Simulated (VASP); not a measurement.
# Hg (P6_3/mmc) in VASP: further runs

The runs below take Hg through single point, with PBE.

All numbers are computed with VASP 6.6.1; they aren't measurements. Logs are shortened: lines on timing, memory, paths and dates and some standing lists are left out, and cuts for length are marked.

### Step 1. The cell of the first run

It takes space group P6_3/mmc (No. 194, hexagonal). Conventional cell: a = 3.628 Å, b = 3.628 Å, c = 5.696 Å, α = 90.00°, β = 90.00°, γ = 120.00°. Within 4.6 Å of Hg (site symmetry -6m2) lie 12 Hg at 3.54 to 3.63 Å.

### Step 2. Single point, PBE (volume scaled by 1.04)

INCAR

```
PREC = Accurate
ENCUT = 520
EDIFF = 1E-6
ISMEAR = -1
SIGMA = 0.1
LREAL = F
LASPH = T
NELM = 100
ALGO = Normal
ISIF = 2
LWAVE = F
LCHARG = F
GGA = PE
NBANDS = 19
```

KPOINTS

```
Automatic mesh
0
Gamma
  11 11 7
```

POSCAR

```
Hg
1.0
    3.6283625621      0.0000000000      0.0000000000
   -1.8141812810      3.1422541529      0.0000000000
    0.0000000000      0.0000000000      5.6958797337
Hg
2
Direct
    0.3333333333      0.6666666667      0.2500000000
    0.6666666667      0.3333333333      0.7500000000
```

Potentials or basis: VASP PAW PBE potentials, release 64 (Hg).

The run is started by

```sh
$ cat potpaw_PBE.64/Hg/POTCAR > POTCAR
$ mpirun -np 1 vasp_std > vasp.out
```

OUTCAR:

```text
PREC = Accurate
   ENCUT = 520
   EDIFF = 1E-6
   ISMEAR = -1
   LREAL = F
   LASPH = T
   NELM = 100
   ISIF = 2
   GGA = PE

 ion  position               nearest neighbor table
   1  0.333  0.667  0.250-   2 3.54   2 3.54   2 3.54   2 3.54   2 3.54   2 3.54
   2  0.667  0.333  0.750-   1 3.54   1 3.54   1 3.54   1 3.54   1 3.54   1 3.54

  LATTYP: Found a hexagonal cell.
 ALAT       =     3.6283625621
 C/A-ratio  =     1.5698209967

  Lattice vectors:

 A1 = (   3.6283625621,   0.0000000000,   0.0000000000)
 A2 = (  -1.8141812810,   3.1422541529,   0.0000000000)
 A3 = (   0.0000000000,   0.0000000000,   5.6958797337)

Analysis of symmetry for initial positions (statically):
=====================================================================
 Subroutine PRICEL returns:
 Original cell was already a primitive cell.

 Routine SETGRP: Setting up the symmetry group for a
 hexagonal supercell.

 Subroutine GETGRP returns: Found 24 space group operations
 (whereof 12 operations were pure point group operations)
 out of a pool of 24 trial point group operations.

The static configuration has the point symmetry D_3d.
 The point group associated with its full space group is D_6h.

Analysis of symmetry for dynamics (positions and initial velocities):
=====================================================================
 Subroutine PRICEL returns:
 Original cell was already a primitive cell.

 Routine SETGRP: Setting up the symmetry group for a
 hexagonal supercell.

 Subroutine GETGRP returns: Found 24 space group operations
 (whereof 12 operations were pure point group operations)
 out of a pool of 24 trial point group operations.

The dynamic configuration has the point symmetry D_3d.
 The point group associated with its full space group is D_6h.

 Subroutine INISYM returns: Found 24 space group operations
 (whereof 12 operations are pure point group operations),
 and found     1 'primitive' translations

----------------------------------------------------------------------------------------

                                     Primitive cell

  volume of cell :      64.9401

  direct lattice vectors                    reciprocal lattice vectors
     3.628362562  0.000000000  0.000000000     0.275606416  0.159121438  0.000000000
    -1.814181281  3.142254153  0.000000000     0.000000000  0.318242876  0.000000000
     0.000000000  0.000000000  5.695879734     0.000000000  0.000000000  0.175565505

  length of vectors
     3.628362562  3.628362562  5.695879734     0.318242876  0.318242876  0.175565505

  position of ions in fractional coordinates (direct lattice)
     0.333333333  0.666666667  0.250000000
     0.666666667  0.333333333  0.750000000

  ion indices of the primitive-cell ions
   primitive index   ion index
                 1           1
                 2           2

----------------------------------------------------------------------------------------

 KPOINTS: Automatic mesh

Automatic generation of k-mesh.
 Grid dimensions read from file:
 generate k-points for:   11   11    7

 Generating k-lattice:

  Cartesian coordinates                     Fractional coordinates (reciprocal lattice)
     0.025055129  0.014465585  0.000000000     0.090909091  0.000000000  0.000000000
     0.000000000  0.028931171  0.000000000     0.000000000  0.090909091  0.000000000
     0.000000000  0.000000000  0.025080786     0.000000000  0.000000000  0.142857143

  Length of vectors
     0.028931171  0.028931171  0.025080786

  Shift w.r.t. Gamma in fractional coordinates (k-lattice)
     0.000000000  0.000000000  0.000000000

 Subroutine IBZKPT returns following result:
 ===========================================

 Found     64 irreducible k-points:

 Following reciprocal coordinates:
            Coordinates               Weight
  0.000000  0.000000  0.000000      1.000000
  0.090909 -0.000000  0.000000      6.000000
  0.181818  0.000000  0.000000      6.000000
  0.272727  0.000000  0.000000      6.000000
  0.363636  0.000000  0.000000      6.000000
  0.454545 -0.000000  0.000000      6.000000
[... 16 lines left out ...]
  0.090909  0.090909  0.142857     12.000000
  0.181818  0.090909  0.142857     24.000000
 [... further k-points ...]
   k-points           NKPTS =     64   k-points in BZ     NKDIM =     64   number of bands    NBANDS=     19
   number of dos      NEDOS =    301   number of ions     NIONS =      2
   total plane-waves  NPLWV =  32928
   dimension x,y,z NGX =    28 NGY =   28 NGZ =   42
   dimension x,y,z NGXF=    56 NGYF=   56 NGZF=   84
   ions per type =               2
   NGX,Y,Z   is equivalent  to a cutoff of  12.83, 12.83, 12.26 a.u.
   NGXF,Y,Z  is equivalent  to a cutoff of  25.66, 25.66, 24.52 a.u.
 SYSTEM =  unknown system
   PREC   = accura    normal or accurate (medium, high low for compatibility)
   ISTART =      0    job   : 0-new  1-cont  2-samecut
   ICHARG =      2    charge: 1-file 2-atom 10-const
   ISPIN  =      1    spin polarized calculation?
   LNONCOLLINEAR =      F non collinear calculations
   LSORBIT =      F    spin-orbit coupling
   LASPH  =      T    aspherical Exc in radial PAW
   ENCUT  =  520.0 eV  38.22 Ry    6.18 a.u.   6.75  6.75 10.59*2*pi/ulx,y,z
   NELM   =    100;   NELMIN=  2; NELMDL= -5     # of ELM steps
   EDIFF  = 0.1E-05   stopping-criterion for ELM
   LREAL  =      F    real-space projection
   EDIFFG = 0.1E-04   stopping-criterion for IOM
   NSW    =      0    number of steps for IOM
   IBRION =     -1    ionic relax: 0-MD 1-quasi-New 2-CG
   NFREE  =      0    steps in history (QN), initial steepest desc. (CG)
   ISIF   =      2    stress and relaxation
   ISYM   =      2    0-nonsym 1-usesym 2-fastsym
   POTIM  = 0.5000    time-step for ionic-motion
   TEBEG  =    0.0;   TEEND  =   0.0 temperature during run
   PSTRESS=    0.0 pullay stress
   NELECT =      24.0000    total number of electrons
   NUPDOWN=      -1.0000    fix difference up-down
   EMIN   =  10.00;   EMAX   =-10.00  energy-range for DOS
   EFERMI =   0.00;   METHOD = LEGACY
   ISMEAR =    -1;   SIGMA  =   0.10  broadening in eV -4-tet -1-fermi 0-gaus
   EFERMI_NEDOS =   21; number of points for ismear=-14 and -15
   IALGO  =     38    algorithm
   IMIX   =      4    mixing-type and parameters
     AMIX     =   0.40;   BMIX     =  1.00
     AMIX_MAG =   1.60;   BMIX_MAG =  1.00
  volume/ion in A,a.u.               =      32.47       219.12
  Fermi-wavevector in a.u.,A,eV,Ry     =   1.174828  2.220103 18.779047  1.380221
  Thomas-Fermi vector in A             =   2.311219
   LORBIT       =      0    0 simple, 1 ext, 2 COOP (PROOUT), +10 PAW based schemes
   GGA     = PE    functional components
   LHFCALC =     F    Hartree Fock is set to
   AEXX    =    0.0000 exact exchange contribution
   IVDW    =     0    specifies the selected vdW correction
   LEPSILON=     F    determine dielectric tensor
   LRPA    =     F    only Hartree local field effects (RPA)
 non-spin polarized calculation
  energy-cutoff  :      520.00
  volume of cell :       64.94
 maximum number of plane-waves:      1773
 NGX is ok and might be reduce to    28
   NGX = 13   NGY = 13   NGZ = 21

 number of electron      24.0000000 magnetization

 Free energy of the ion-electron system (eV)
  ---------------------------------------------------
  ext. energy  EPLUGINS =         0.00000000
  ---------------------------------------------------
  free energy    TOTEN  =        -0.37704762 eV

  energy without entropy =       -0.37569028  energy(sigma->0) =       -0.37636895

 E-fermi :   0.2827     XC(G=0):  -9.1540

 val. band max:       -0.1006187768   @ k =   0.2727   0.1818   0.0000
 cond. band min:       0.3981095696   @ k =   0.0000   0.0000   0.0000
 fundamental gap:      0.4987283464
 Fermi energy:         0.2827307693

 k-point     1 :       0.0000    0.0000    0.0000
  band No.  band energies     occupation
      1      -6.1729      2.00000
      2      -5.9633      2.00000
      3      -5.5199      2.00000
      4      -5.5199      2.00000
      5      -5.5097      2.00000
      6      -5.4472      2.00000
[... 11 lines left out ...]
     18      12.5229      0.00000
     19      13.0701      0.00000

 k-point     2 :       0.0909   -0.0000    0.0000
  band No.  band energies     occupation
      1      -6.0451      2.00000
      2      -5.9188      2.00000
      3      -5.5659      2.00000
      4      -5.4810      2.00000
      5      -5.4594      2.00000
      6      -5.4390      2.00000
[... 11 lines left out ...]
     18      13.1129      0.00000
     19      13.2851      0.00000

 k-point     3 :       0.1818    0.0000    0.0000
  band No.  band energies     occupation
      1      -5.8438      2.00000
      2      -5.7953      2.00000
      3      -5.5484      2.00000
      4      -5.5056      2.00000
      5      -5.4718      2.00000
      6      -5.4332      2.00000
[... 11 lines left out ...]
     18      12.0233      0.00000
     19      12.4480      0.00000

 k-point     4 :       0.2727    0.0000    0.0000
  band No.  band energies     occupation
      1      -5.8655      2.00000
      2      -5.7461      2.00000
      3      -5.6267      2.00000
      4      -5.5295      2.00000
      5      -5.4549      2.00000
      6      -5.3133      2.00000
[... 11 lines left out ...]
     18      11.2366      0.00000
     19      11.7612      0.00000

 k-point     5 :       0.3636    0.0000    0.0000
  band No.  band energies     occupation
      1      -5.9302      2.00000
      2      -5.7791      2.00000
      3      -5.7461      2.00000
      4      -5.5781      2.00000
      5      -5.3742      2.00000
      6      -5.3100      2.00000
[... 11 lines left out ...]
     18      10.8370      0.00000
     19      11.0951      0.00000

 k-point     6 :       0.4545   -0.0000    0.0000
  band No.  band energies     occupation
      1      -5.9728      2.00000
      2      -5.8170      2.00000
      3      -5.8087      2.00000
      4      -5.6055      2.00000
      5      -5.3397      2.00000
      6      -5.3305      2.00000
[... 11 lines left out ...]
     18      10.6631      0.00000
     19      10.7169      0.00000

 k-point     7 :       0.0909    0.0909    0.0000
  band No.  band energies     occupation
      1      -5.8494      2.00000
      2      -5.8416      2.00000
      3      -5.5822      2.00000
      4      -5.4734      2.00000
      5      -5.4636      2.00000
      6      -5.4594      2.00000
[... 11 lines left out ...]
     18      12.4447      0.00000
     19      12.8028      0.00000

 k-point     8 :       0.1818    0.0909    0.0000
  band No.  band energies     occupation
      1      -5.8029      2.00000
      2      -5.7279      2.00000
      3      -5.5777      2.00000
      4      -5.5136      2.00000
      5      -5.5011      2.00000
      6      -5.4082      2.00000
[... 256 lines left out ...]
 k-point    20 :       0.2727    0.0000    0.1429
  band No.  band energies     occupation
      1      -5.8528      2.00000
      2      -5.7844      2.00000
      3      -5.5875      2.00000
      4      -5.5133      2.00000
      5      -5.4576      2.00000
      6      -5.3768      2.00000
[... 11 lines left out ...]
     18      11.3492      0.00000
     19      11.4349      0.00000

 k-point    21 :       0.3636    0.0000    0.1429
  band No.  band energies     occupation
      1      -5.9152      2.00000
      2      -5.8665      2.00000
      3      -5.6545      2.00000
      4      -5.5526      2.00000
      5      -5.4385      2.00000
      6      -5.3476      2.00000
[... 11 lines left out ...]
     18      10.7067      0.00000
     19      10.9220      0.00000

 k-point    22 :       0.4545   -0.0000    0.1429
  band No.  band energies     occupation
      1      -5.9538      2.00000
      2      -5.9245      2.00000
      3      -5.6984      2.00000
      4      -5.5765      2.00000
      5      -5.4633      2.00000
      6      -5.2999      2.00000
[... 11 lines left out ...]
     18      10.3439      0.00000
     19      10.7257      0.00000

 k-point    23 :       0.0909    0.0909    0.1429
  band No.  band energies     occupation
      1      -5.8302      2.00000
      2      -5.7704      2.00000
      3      -5.6078      2.00000
      4      -5.5015      2.00000
      5      -5.4686      2.00000
      6      -5.4671      2.00000
[... 11 lines left out ...]
     18      12.0512      0.00000
     19      12.7745      0.00000

 k-point    24 :       0.1818    0.0909    0.1429
  band No.  band energies     occupation
      1      -5.7901      2.00000
      2      -5.7275      2.00000
      3      -5.5976      2.00000
      4      -5.5384      2.00000
      5      -5.4868      2.00000
      6      -5.3460      2.00000
[... 11 lines left out ...]
     18      11.3291      0.00000
     19      12.4373      0.00000

 [... further k-points ...]
[... 5 lines left out ...]
  --------------------------------------------------------------------------------------
  -------------------------------------------------------------------------------------
  Total       -0.0951722     -0.0951722     -0.1234442     -0.0000000      0.0000000      0.0000000
  in kB       -2.3480518     -2.3480518     -3.0455691     -0.0000000      0.0000000      0.0000000
  external PRESSURE =      -2.5805575 kB  Pullay stress =       0.0000000 kB

 VOLUME and BASIS-vectors are now :
 -----------------------------------------------------------------------------
  energy-cutoff  :      520.00
  volume of cell :       64.94
      direct lattice vectors                 reciprocal lattice vectors
     3.628362562  0.000000000  0.000000000     0.275606416  0.159121438  0.000000000
    -1.814181281  3.142254153  0.000000000     0.000000000  0.318242876  0.000000000
     0.000000000  0.000000000  5.695879734     0.000000000  0.000000000  0.175565505

 POSITION                                       TOTAL-FORCE (eV/Angst)
 -----------------------------------------------------------------------------------
     -0.00000      2.09484      1.42397         0.000000     -0.000000      0.000000
      1.81418      1.04742      4.27191        -0.000000      0.000000     -0.000000
 -----------------------------------------------------------------------------------
    total drift:                               -0.000000      0.000000     -0.000000

  FREE ENERGIE OF THE ION-ELECTRON SYSTEM (eV)
  ---------------------------------------------------
  free  energy   TOTEN  =        -0.3770476159 eV

  energy  without entropy=       -0.3756902788  energy(sigma->0) =       -0.37636895
```

It took 72 s on 1 thread of Intel Xeon 8259CL, shared host; peak memory 0.22 GiB.

What came out:

* Free energy: -0.3770 eV
* Pressure: -0.3 GPa
* Band gap on the k mesh: 0.50 eV, indirect (least direct gap 1.54 eV)

Caveat: spin-orbit coupling is left out, which moves the levels of the heavy elements.

### Step 3. Single point, PBE (volume scaled by 1.08)

INCAR

```
SYSTEM = Hg
  ALGO = Normal
  EDIFF = 1E-7
  ENCUT = 520
  GGA = PE
  ISIF = 2
  ISMEAR = -1
  LASPH = .True.
  LCHARG = .False.
  LREAL = .False.
  LWAVE = .False.
  NBANDS = 19
  NELM = 100
  PREC = Accurate
  SIGMA = 0.1
```

KPOINTS

```
k-points
0
Gamma
  11 11 7
  0 0 0
```

POSCAR

```
Hg
1.0
    3.6742960784      0.0000000000      0.0000000000
   -1.8371480392      3.1820337449      0.0000000000
    0.0000000000      0.0000000000      5.7679871320
Hg
2
Direct
    0.3333333333      0.6666666667      0.2500000000
    0.6666666667      0.3333333333      0.7500000000
```

Potentials or basis: VASP PAW PBE potentials, release 64 (Hg).

The run is started by

```sh
$ cat potpaw_PBE.64/Hg/POTCAR > POTCAR
$ mpirun -np 1 vasp_std > vasp.out
```

OUTCAR:

```text
SYSTEM = Hg
   EDIFF = 1E-7
   ENCUT = 520
   GGA = PE
   ISIF = 2
   ISMEAR = -1
   LASPH = .True.
   LREAL = .False.
   NELM = 100
   PREC = Accurate

 ion  position               nearest neighbor table
   1  0.333  0.667  0.250-   2 3.58   2 3.58   2 3.58   2 3.58   2 3.58   2 3.58
   2  0.667  0.333  0.750-   1 3.58   1 3.58   1 3.58   1 3.58   1 3.58   1 3.58

  LATTYP: Found a hexagonal cell.
 ALAT       =     3.6742960784
 C/A-ratio  =     1.5698209967

  Lattice vectors:

 A1 = (   3.6742960784,   0.0000000000,   0.0000000000)
 A2 = (  -1.8371480392,   3.1820337449,   0.0000000000)
 A3 = (   0.0000000000,   0.0000000000,   5.7679871320)

Analysis of symmetry for initial positions (statically):
=====================================================================
 Subroutine PRICEL returns:
 Original cell was already a primitive cell.

 Routine SETGRP: Setting up the symmetry group for a
 hexagonal supercell.

 Subroutine GETGRP returns: Found 24 space group operations
 (whereof 12 operations were pure point group operations)
 out of a pool of 24 trial point group operations.

[... 155 lines left out ...]

 Free energy of the ion-electron system (eV)
  ---------------------------------------------------
  ext. energy  EPLUGINS =         0.00000000
  ---------------------------------------------------
  free energy    TOTEN  =        -0.37261743 eV

  energy without entropy =       -0.37193971  energy(sigma->0) =       -0.37227857

 E-fermi :   0.0936     XC(G=0):  -8.9641

 val. band max:       -0.3865612248   @ k =   0.2727   0.1818   0.0000
 cond. band min:       0.3143736645   @ k =   0.0000   0.0000   0.0000
 fundamental gap:      0.7009348893
 Fermi energy:         0.0936238158

 k-point     1 :       0.0000    0.0000    0.0000
  band No.  band energies     occupation
      1      -6.1551      2.00000
      2      -6.0547      2.00000
      3      -5.6589      2.00000
      4      -5.6589      2.00000
      5      -5.6493      2.00000
      6      -5.5928      2.00000
[... 505 lines left out ...]
      6      -5.4865      2.00000
[... 11 lines left out ...]
     18      10.8540      0.00000
     19      12.0306      0.00000

 [... further k-points ...]
[... 5 lines left out ...]
  --------------------------------------------------------------------------------------
  -------------------------------------------------------------------------------------
  Total       -0.1800030     -0.1800030     -0.2142026      0.0000000      0.0000000      0.0000000
  in kB       -4.2764860     -4.2764860     -5.0889967      0.0000000      0.0000000      0.0000000
  external PRESSURE =      -4.5473229 kB  Pullay stress =       0.0000000 kB

 VOLUME and BASIS-vectors are now :
 -----------------------------------------------------------------------------
  energy-cutoff  :      520.00
  volume of cell :       67.44
      direct lattice vectors                 reciprocal lattice vectors
     3.674296078  0.000000000  0.000000000     0.272160974  0.157132212  0.000000000
    -1.837148039  3.182033745  0.000000000     0.000000000  0.314264423  0.000000000
     0.000000000  0.000000000  5.767987132     0.000000000  0.000000000  0.173370706

 POSITION                                       TOTAL-FORCE (eV/Angst)
 -----------------------------------------------------------------------------------
     -0.00000      2.12136      1.44200         0.000000     -0.000000      0.000000
      1.83715      1.06068      4.32599        -0.000000      0.000000     -0.000000
 -----------------------------------------------------------------------------------
    total drift:                               -0.000000      0.000000     -0.000000

  FREE ENERGIE OF THE ION-ELECTRON SYSTEM (eV)
  ---------------------------------------------------
  free  energy   TOTEN  =        -0.3726174272 eV

  energy  without entropy=       -0.3719397108  energy(sigma->0) =       -0.37227857
```

stdout:

```text
POSCAR found type information on POSCAR Hg
 POSCAR found :  1 types and       2 ions
 scaLAPACK will be used
 LDA part: xc-table for (Slater+PW92), standard interpolation
 POSCAR, INCAR and KPOINTS ok, starting setup
 FFT: planning ... GRIDC
 FFT: planning ... GRID_SOFT
 FFT: planning ... GRID
 WAVECAR not read
 entering main loop
```

Run time: 78 s. Hardware: 1 thread of Intel Xeon 8259CL, shared host; peak memory 0.22 GiB.

Results:

```yaml
Free_energy: -0.3726 eV
Pressure: -0.5 GPa
Band_gap_on_the_k_mesh: 0.70 eV, indirect (least direct gap 1.71 eV)
```

Caveat: spin-orbit coupling is left out, which moves the levels of the heavy elements. A k mesh can miss the band edges.
